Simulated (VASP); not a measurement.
Input of a VASP 6.6.1 run:

File POSCAR:

```
CdAg
1.0
    3.3799500000      0.0000000000      0.0000000000
    0.0000000000      3.3799500000      0.0000000000
    0.0000000000      0.0000000000      3.3799500000
Cd Ag
1 1
Direct
    0.5000000000      0.5000000000      0.5000000000
    0.0000000000      0.0000000000      0.0000000000
```

Contents of INCAR.step1:

```
SYSTEM = CdAg
ALGO = Normal
EDIFF = 1E-4
ENCUT = 520
GGA = PE
ISMEAR = 0
LASPH = .True.
LCHARG = .False.
LREAL = .False.
LWAVE = .True.
NBANDS = 18
NELM = 80
PREC = Accurate
SIGMA = 0.15
```

INCAR.step2

```
SYSTEM = CdAg
ALGO = Normal
EDIFF = 1E-6
ENCUT = 520
ISIF = 2
ISMEAR = 0
ISTART = 1
LASPH = .True.
LCHARG = .True.
LELF = .True.
LMIXTAU = .True.
LREAL = .False.
LVHAR = .True.
LWAVE = .False.
METAGGA = R2SCAN
NBANDS = 18
NELM = 80
PREC = Accurate
SIGMA = 0.15
```

File KPOINTS:

```
k-points
0
Gamma
  14 14 14
  0 0 0
```

Potentials or basis: VASP PAW PBE potentials, release 64 (Cd, Ag).

Command:

```console
$ cat potpaw_PBE.64/Cd/POTCAR potpaw_PBE.64/Ag/POTCAR > POTCAR
$ cp INCAR.step1 INCAR
$ mpirun -np 1 vasp_std > vasp.out
$ cp INCAR.step2 INCAR
$ mpirun -np 1 vasp_std > vasp.out
```

(1) Predict the pressure.

Answers

(1) -2.2 GPa.

Caveat: the cell differs from its parent crystal (strain +0.015 along x and y, +0.015 along z); the PAW data sets were made with another functional, which shifts forces and pressure a little.
